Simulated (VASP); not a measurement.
Wanted: the native input for a VASP 6.6.1 run.

| Item | Value |
| --- | --- |
| Task | single point |
| Functional | HSE06 |
| Potentials or basis | VASP PAW PBE potentials, release 64 (C) |
| Cutoff | 520 eV |
| k mesh | 1 × 1 × 1 |
| Occupations | fermi-dirac, width 0.01 eV |
| Spin | no spin polarisation |
| Dipole correction | no |
| Grid for exact exchange (PRECFOCK) | Normal |
| Further INCAR settings | ALGO = Normal; EDIFF = 1e-06; NBANDS = 23 |
| Screening parameter | 0.2079 1/Å |

Crystal: C.

```
C
1.0
     3.57000    0.00000    0.00000
     0.00000    3.57000    0.00000
     0.00000    0.00000    3.57000
C
7
Direct
  0.00033 0.49774 0.50241
  0.50250 0.99895 0.49806
  0.49934 0.50149 0.00000
  0.24814 0.25049 0.25365
  0.25173 0.74794 0.74943
  0.74762 0.24920 0.75152
  0.75077 0.75075 0.24782
```

These files were run (other wordings do the same):

POSCAR

```
C
1.0
    3.5700000000      0.0000000000      0.0000000000
    0.0000000000      3.5700000000      0.0000000000
    0.0000000000      0.0000000000      3.5700000000
C
7
Direct
    0.0003300000      0.4977400000      0.5024100000
    0.5025000000     -0.0010500000      0.4980600000
    0.4993400000      0.5014900000      0.0000000000
    0.2481400000      0.2504900000      0.2536500000
    0.2517300000      0.7479400000      0.7494300000
    0.7476200000      0.2492000000      0.7515200000
    0.7507700000      0.7507500000      0.2478200000
```

INCAR.step1

```
PREC = Accurate
ENCUT = 520
EDIFF = 1E-5
ISMEAR = -1
SIGMA = 0.01
LREAL = False
LASPH = True
NELM = 120
ALGO = Normal
ISIF = 2
LWAVE = True
LCHARG = False
GGA = PE
NBANDS = 23
GGA_COMPAT = False
```

INCAR.step2

```
PREC = Accurate
ENCUT = 520
EDIFF = 1E-6
ISMEAR = -1
SIGMA = 0.01
LREAL = False
LASPH = True
NELM = 120
ALGO = Normal
ISIF = 2
LWAVE = False
LCHARG = False
GGA = PE
LHFCALC = True
HFSCREEN = 0.2079
PRECFOCK = Normal
ISTART = 1
NBANDS = 23
GGA_COMPAT = False
```

KPOINTS

```
regular mesh
0
Gamma
  1 1 1
```

Potentials or basis: VASP PAW PBE potentials, release 64 (C).

Run with:

```bash
$ cat potpaw_PBE.64/C/POTCAR > POTCAR
$ cp INCAR.step1 INCAR
$ mpirun -np 1 vasp_gam > vasp.out
$ cp INCAR.step2 INCAR
$ mpirun -np 1 vasp_gam > vasp.out
```

It gave:

* Pressure: -0.3 GPa
* Largest force: 6.725 eV/Å
* Band gap on the k mesh: 1.71 eV

Caveat: the k points lie up to 1.76 Å⁻¹ apart; the PAW data sets were made with another functional, which shifts forces and pressure a little.

Run time: 30 s on 1 thread of Intel(R) Xeon(R) Platinum 8259CL CPU @ 2.50GHz (Skylake/Cascade Lake) (shared host), peak memory 0.24 GiB.
